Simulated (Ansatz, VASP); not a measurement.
## Two plane-wave programs on Ir

```
Ir
1.0
     2.71896    0.00000    0.00000
    -1.35948    2.35469    0.00000
     0.00000    0.00000    4.40777
Ir
2
Direct
  0.66667 0.33333 0.75000
  0.33333 0.66667 0.25000
```

Alike in both runs: functional PBEsol; k mesh 18 × 18 × 10; occupations gaussian, width 0.1 eV; no spin polarisation.

Ansatz relaxed the structure, and its values are those at the end. VASP's run is a single point on that final structure, the one shown.

|  | VASP | Ansatz |
| --- | --- | --- |
| version | VASP 6.6.1 | Ansatz 0.2.0 |
| potentials or method | VASP PAW PBE potentials, release 64 (Ir_sv_GW), cutoff 560 eV | scalar-relativistic, plane waves, PAW |
| valence electrons in the cell | 34 | 34 |

|  | VASP | Ansatz | Ansatz less VASP |
| --- | --- | --- | --- |
| gap on the k mesh at the Fermi level (eV) | none | none | - |
| pressure (GPa) | -1.8 | 0.0 | +1.81 |

VASP's potentials were made for PBE, not for PBEsol. A gap of «none» marks a metal or a gap that the smearing closes. The functional is the same, so the differences come from potentials, cutoffs and numerics.

Spin-orbit coupling is off throughout.
